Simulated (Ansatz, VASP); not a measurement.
# One calculation of Ba2SeS, two programs

POSCAR

```
Ba2SeS
1.0
    4.6244860782      0.0000000000      0.0000000000
    0.0000000000      4.6244860782      0.0000000000
    0.0000000000      0.0000000000      6.5412104340
S Ba Se
1 2 1
Direct
    0.0000000000      0.0000000000      0.0000000000
    0.0000000000      0.0000000000      0.5000000000
    0.5000000000      0.5000000000      0.0000000000
    0.5000000000      0.5000000000      0.5000000000
```

Contents of INCAR.step1:

```
SYSTEM = Ba2SeS
ALGO = Normal
EDIFF = 1E-4
ENCUT = 520
GGA = PE
ISMEAR = 0
LASPH = .TRUE.
LCHARG = .FALSE.
LREAL = .FALSE.
LWAVE = .TRUE.
NBANDS = 24
NELM = 80
PREC = Accurate
SIGMA = 0.01
```

INCAR.step2

```
SYSTEM = Ba2SeS
ALGO = Normal
EDIFF = 1E-6
ENCUT = 520
ISIF = 2
ISMEAR = 0
ISTART = 1
LASPH = .TRUE.
LCHARG = .FALSE.
LMIXTAU = .TRUE.
LREAL = .FALSE.
LWAVE = .FALSE.
METAGGA = R2SCAN
NBANDS = 24
NELM = 80
PREC = Accurate
SIGMA = 0.01
```

KPOINTS

```
k-points
0
G
  6 6 4
  0 0 0
```

Input for Ansatz:

```yaml
crystal:
  lattice:
    - [4.6244860782, 0.0, 0.0]
    - [0.0, 4.6244860782, 0.0]
    - [0.0, 0.0, 6.541210434]
  atoms:
    - { symbol: S, position: [0.0, 0.0, 0.0] }
    - { symbol: Ba, position: [0.0, 0.0, 0.5] }
    - { symbol: Se, position: [0.5, 0.5, 0.5] }
    - { symbol: Ba, position: [0.5, 0.5, 0.0] }
kpoints:
  mp_grid: { grid: [6, 6, 4] }
  band_path:
    path:
      - [0.0, 0.0, 0.0]
      - [0.0, 0.5, 0.0]
      - [0.5, 0.5, 0.0]
      - [0.0, 0.0, 0.5]
      - [0.0, 0.5, 0.5]
      - [0.5, 0.5, 0.5]
    npoints: 1
hamiltonian:
  xc: r2scan
scf:
  occupations: { method: fixed }
  n_extra_bands: 5
output:
  forces: true
  stress: true
  eigenvalues: true
```

Alike in both runs: task single point; functional r2SCAN; k mesh 6 × 6 × 4; no spin polarisation.

|  | VASP | Ansatz |
| --- | --- | --- |
| version | VASP 6.6.1 | Ansatz 0.2.0 |
| potentials or method | VASP PAW PBE potentials, release 64 (S, Ba_sv, Se) | plane waves, PAW |
| plane-wave cutoff (eV) | 520 | 500 |
| occupations | gaussian, width 0.01 eV | fixed |
| valence electrons in the cell | 32 | 42 |

VASP gave:

| Property | Result |
| --- | --- |
| gap on the k mesh at the Fermi level (eV) | 2.38 |
| pressure (GPa) | 0.5 |

Problem. What did Ansatz give for the same quantities?

Solution. gap on the k mesh at the Fermi level (eV): 2.46; pressure (GPa): 0.0.

VASP's potentials were made for PBE, not for r2SCAN. VASP's potentials hold 32 valence electrons a cell and Ansatz's 42, so a difference there can come from the potentials and not from the codes.

Neither program's run includes spin-orbit coupling.
